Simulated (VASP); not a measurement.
Input of a VASP 6.6.1 run:

File INCAR:

```
SYSTEM = Ho
ALGO = Normal ; EDIFF = 1E-6
ENCUT = 520 ; GGA = PE
ISIF = 2 ; ISMEAR = 0
ISPIN = 2 ; LASPH = .True.
LCHARG = .True. ; LELF = .True.
LMAXMIX = 6 ; LORBIT = 11
LREAL = .False. ; LVHAR = .True.
LWAVE = .False. ; MAGMOM = 4 4
NBANDS = 32 ; NELM = 150
PREC = Accurate ; SIGMA = 0.05
```

The input KPOINTS:

```
k-points
0
Gamma
  6 6 4
  0 0 0
```

File POSCAR:

```
Ho
1.0
    3.6550847140      0.0000000000      0.0000000000
   -1.8275423570      3.1653962153      0.0000000000
    0.0000000000      0.0000000000      5.8905400020
Ho
2
Direct
    0.3333333333      0.6666666667      0.7500000000
    0.6666666667      0.3333333333      0.2500000000
```

Potentials or basis: VASP PAW PBE potentials, release 64 (Ho).

Run with:

```console
$ cat potpaw_PBE.64/Ho/POTCAR > POTCAR
$ mpirun -np 1 vasp_std > vasp.out
```

Question: Predict the net moment.

Answer: 7.43 μB per cell.

Question: Predict the pressure.

Answer: 0.0 GPa.

Stress tensor (GPa, compression positive):
```
 0.06  0.00  0.00
 0.00  0.06  0.00
 0.00  0.00 -0.10
```

Caveat: the magnetic or orbital state may not be the lowest. The state reached can hang on the start; a lower one may exist.
